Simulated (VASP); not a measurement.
Crystal: SiC.

```
Si C
1.0
     0.00000    2.17805    2.17805
     2.17805    0.00000    2.17805
     2.17805    2.17805    0.00000
Si C
1 1
Direct
  0.00000 0.00000 0.00000
  0.25000 0.25000 0.25000
```

Base run:

* Program: VASP 6.6.1
* Functional: r2SCAN
* Potentials or basis: VASP PAW PBE potentials, release 64 (Si, C)
* Cutoff: 520 eV
* k mesh: 10 × 10 × 10
* Occupations: gaussian, width 0.01 eV
* Spin: no spin polarisation

Its results: band gap on the k mesh 1.72 eV, indirect (least direct gap 5.06 eV); pressure -0.1 GPa.

Question: The run is repeated on the same cell with these changes: functional from r2SCAN to PBE; occupations from gaussian, width 0.01 eV to fermi-dirac, width 0.02 eV. What comes out?

Answer: Band gap on the k mesh 1.36 eV, indirect (least direct gap 4.54 eV); pressure 3.5 GPa.

Caveats: the PAW data sets were made with another functional, which shifts forces and pressure a little (some runs).

A k mesh can miss the band edges.
